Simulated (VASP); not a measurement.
A run of VASP 6.6.1 is set up as follows.

The input INCAR:

```
SYSTEM = Al
PREC = Accurate
ENCUT = 520
EDIFF = 1E-6
ISMEAR = -1
SIGMA = 0.1
LREAL = .FALSE.
LASPH = .TRUE.
NELM = 80
ALGO = Normal
ISIF = 2
LWAVE = .FALSE.
LCHARG = .FALSE.
GGA = PE
NBANDS = 10
```

The input KPOINTS:

```
Automatic mesh
0
G
  13 13 13
  0 0 0
```

Contents of POSCAR:

```
Al
1.0
    0.0000000000      2.8067090150      2.8067090150
    2.8067090150      0.0000000000      2.8067090150
    2.8067090150      2.8067090150      0.0000000000
Al
2
Direct
   -0.1250000000     -0.1250000000     -0.1250000000
    0.1250000000      0.1250000000      0.1250000000
```

Potentials or basis: VASP PAW PBE potentials, release 64 (Al).

Launch:

```sh
$ cat potpaw_PBE.64/Al/POTCAR > POTCAR
$ mpirun -np 1 vasp_std > vasp.out
```

Q: Estimate the pressure.

A: 13.1 GPa.

Q: Predict the band gap on the k mesh.

A: Zero (band 3 reaches 6.90 eV, above the bottom of band 4 at 2.84 eV).
